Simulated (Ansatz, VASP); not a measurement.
**O in VASP and in Ansatz**

```
CELL_PARAMETERS angstrom
0.00000 1.60125 3.64406
1.59091 0.00000 3.64406
1.59091 1.60125 0.00000
ATOMIC_POSITIONS crystal
O 0.09052 0.09052 0.90948
O 0.90948 0.90948 0.09052
```

Alike in both runs: task single point; functional LDA; k mesh 20 × 20 × 20; occupations gaussian, width 0.15 eV; no spin polarisation.

|  | VASP | Ansatz |
| --- | --- | --- |
| version | VASP 6.6.1 | Ansatz 0.2.0 |
| potentials or method | VASP PAW LDA potentials, release 64 (O), cutoff 520 eV | scalar-relativistic, plane waves, PAW |
| valence electrons in the cell | 12 | 12 |

|  | VASP | Ansatz | Ansatz less VASP |
| --- | --- | --- | --- |
| gap on the k mesh at the Fermi level (eV) | none | none | - |
| pressure (GPa) | -17.3 | -20.0 | -2.68 |
| traceless stress, the component that is largest in VASP (GPa) | -43.98 | -49.68 | -5.695 |
| rms of the force components (eV/Å) | 3.186 | 3.638 | +0.4514 |

LDA's correlation is that of Perdew and Zunger in VASP and of Perdew and Wang (1992) in Ansatz. Atom by atom the forces differ by 0.451 eV/Å (rms over components). A gap of «none» marks a metal or a gap that the smearing closes.

Noted on VASP's run: spin is off for a triplet molecule.
